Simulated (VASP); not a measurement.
A run of VASP 6.6.1:

File INCAR:

```
PREC     = Accurate       # precision mode
ENCUT    = 520            # plane-wave cutoff, eV
EDIFF    = 1E-7           # SCF threshold, eV
ISMEAR   = 0              # smearing method
SIGMA    = 0.05           # smearing width, eV
LREAL    = False          # projectors in reciprocal space
LASPH    = True           # aspherical terms in the spheres
NELM     = 60             # most SCF steps
ALGO     = Normal         # electronic algorithm
ISIF     = 2              # what is computed and relaxed
LWAVE    = False          # write WAVECAR
LCHARG   = True           # write CHGCAR
GGA      = PS             # functional
LELF     = True           # ELF
LVHAR    = True         
NBANDS   = 28             # bands
```

The input KPOINTS:

```
Automatic mesh
0
Gamma
  8 6 8
```

POSCAR

```
SnO
1.0
    3.3156061815      0.0000000000      0.0000000000
    0.0000000000      5.7049851891      0.0000000000
    0.0000000000      0.0000000000      3.8941648049
Sn O
2 2
Direct
    0.0000000000      0.2337892808      0.5261742991
    0.5000000000      0.7662107192      0.0261742991
    0.0426532430      0.8605673243      0.7238267009
    0.5000000000      0.1146435918      0.2238267009
```

Potentials or basis: VASP PAW PBE potentials, release 64 (Sn_d, O).

The run is started by

```console
$ cat potpaw_PBE.64/Sn_d/POTCAR potpaw_PBE.64/O/POTCAR > POTCAR
$ mpirun -np 1 vasp_std > vasp.out
```

Hardware: 1 thread of Oxide Virtual Turin-like Processor, on a shared host.

How long does it take, and how much memory?

Run time: 7.8 min on 1 thread of Oxide Virtual Turin-like Processor (shared host), peak memory 0.39 GiB. Counts: scf iterations 16, k points 196.
